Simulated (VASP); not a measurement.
Crystal: C.

```
C
1.0
     1.72773    0.00000    0.00000
     0.00000    1.72773    0.00000
     0.00000    0.00000    3.73569
C
2
Direct
  0.00000 0.00000 0.81370
  0.00000 0.00000 0.18630
```

The cell was built from a structure type or drawn by symmetry, and may not be a known phase.

```yaml
Program: VASP 6.6.1
Task: relaxation of cell and atoms
Functional: PBE
Potentials_or_basis: VASP PAW PBE potentials, release 64 (C)
Cutoff: 600 eV
k_mesh: 10 × 10 × 6
Occupations: gaussian, width 0.1 eV
Spin: no spin polarisation
```

At the start: pressure 63.0 GPa; volume 5.58 Å³/atom.

Where does the relaxation end?

Over 25 steps the energy falls by 220.8 meV/atom and the volume is 7.02 Å³/atom (+26.0 %); space group P4/mmm (No. 123, to 0.1 Å) before and after.

The path:
```csv
step,energy change (eV),largest force (eV/Å),pressure (GPa),volume (Å³)
1,0.0000,4.2322,62.96,11.15
2,0.4850,0.3269,-49.36,15.01
3,0.1238,0.6663,-39.28,13.85
4,-0.1062,1.1005,-26.37,13.09
5,-0.3786,0.7705,1.09,12.10
6,-0.3625,0.6129,20.47,11.66
7,-0.3890,0.3098,7.42,11.94
8,-0.3891,0.2550,8.16,11.92
9,-0.3998,0.1423,-2.60,12.41
10,-0.4027,0.1720,0.63,12.25
11,-0.4065,0.1183,0.82,12.33
12,-0.4118,0.0199,1.18,12.50
13,-0.4203,0.0420,2.82,12.85
14,-0.4155,1.0852,9.16,13.55
15,-0.4252,0.1932,4.79,13.06
16,-0.4252,0.6112,6.85,13.30
17,-0.4263,0.4340,5.99,13.21
18,-0.4276,0.4174,5.67,13.25
19,-0.4309,0.3719,4.81,13.36
20,-0.4358,0.3098,3.33,13.60
21,-0.4395,0.2508,0.93,14.08
22,-0.4395,0.2386,0.50,14.17
23,-0.4407,0.1496,0.08,14.13
24,-0.4415,0.0182,-0.67,14.06
25,-0.4416,0.0106,-0.41,14.05
```

Final structure:
```yaml
crystal:
  lattice:
    - [1.78960, 0.00000, 0.00000]
    - [0.00000, 1.78960, 0.00000]
    - [0.00000, 0.00000, 4.38662]
  atoms:
    - { symbol: C, position: [0.00000, 0.00000, 0.82792] }
    - { symbol: C, position: [0.00000, 0.00000, 0.17208] }
```

Caveat: the k points lie up to 0.35 Å⁻¹ apart in the final cell, too coarse for converged energies and pressures of a metal; the volume moved by over 15 % at a fixed basis, so the end points are rough.
